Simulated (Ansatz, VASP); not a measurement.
**Hf4Cd in VASP and in Ansatz**

INCAR

```
ALGO = Fast
EDIFF = 1E-6
EDIFFG = -0.04
ENCUT = 600
GGA = PE
IBRION = 2
ISIF = 3
ISMEAR = 0
LASPH = T
LCHARG = F
LREAL = F
LWAVE = F
NELM = 60
NSW = 90
PREC = Accurate
SIGMA = 0.1
```

The input KPOINTS:

```
k-points
0
Gamma
  4 4 4
```

POSCAR

```
Hf4Cd
1.0
   -2.9697065600      2.9697065600      2.9697065600
    2.9697065600     -2.9697065600      2.9697065600
    2.9697065600      2.9697065600     -2.9697065600
Hf Cd
4 1
Direct
    0.0000000000      0.0000000000      0.5000000000
    0.0000000000      0.5000000000      0.0000000000
    0.5000000000      0.0000000000      0.0000000000
    0.5000000000      0.5000000000      0.5000000000
    0.0000000000      0.0000000000      0.0000000000
```

Input for Ansatz:

```yaml
crystal:
  lattice:
    - [-2.96970656, 2.96970656, 2.96970656]
    - [2.96970656, -2.96970656, 2.96970656]
    - [2.96970656, 2.96970656, -2.96970656]
  atoms:
    - { symbol: Hf, position: [0.0, 0.0, 0.5] }
    - { symbol: Hf, position: [0.0, 0.5, 0.0] }
    - { symbol: Hf, position: [0.5, 0.0, 0.0] }
    - { symbol: Hf, position: [0.5, 0.5, 0.5] }
    - { symbol: Cd, position: [0.0, 0.0, 0.0] }
basis:
  ecutwfc: 420
kpoints:
  mp_grid: { grid: [4, 4, 4] }
hamiltonian:
  xc: pbe
scf:
  occupations: { method: gaussian, width: 0.1 }
  lower_state_search: "off"
output:
  forces: true
  stress: true
  eigenvalues: true
relax:
  adjacent_minimum: "off"
  f_tol: 0.04
  max_steps: 70
  cell: { stress_tol: 0.4 }
```

Change from the starting cell: species swapped into the CrGa4 type (Im-3m, No. 229).

Alike in both runs: task relaxation of cell and atoms; functional PBE; k mesh 4 × 4 × 4; occupations gaussian, width 0.1 eV; no spin polarisation.

|  | VASP | Ansatz |
| --- | --- | --- |
| version | VASP 6.6.1 | Ansatz 0.2.0 |
| potentials or method | VASP PAW PBE potentials, release 64 (Hf_pv, Cd), cutoff 600 eV | scalar-relativistic, plane waves, PAW |
| valence electrons in the cell | 52 | 124 |

Ansatz gave:

```
gap on the k mesh at the Fermi level, each at its own relaxed structure (eV) : none
relaxed volume (Å³/atom)                                                     : 26.68
relaxed cell length with the largest relative difference (Å)                 : 5.575
```

**Question.** Which values does VASP return?

**Answer.** gap on the k mesh at the Fermi level, each at its own relaxed structure (eV): none; relaxed volume (Å³/atom): 26.59; relaxed cell length with the largest relative difference (Å): 5.569.

A gap of «none» marks a metal or a gap that the smearing closes. VASP's potentials hold 52 valence electrons a cell and Ansatz's 124, so a difference there can come from the potentials and not from the codes.

The k mesh is coarse, so the values compare programs but aren't converged. Spin-orbit coupling is off throughout. Noted on VASP's run: the volume moved by over 15 % at a fixed basis, so the end points are rough.
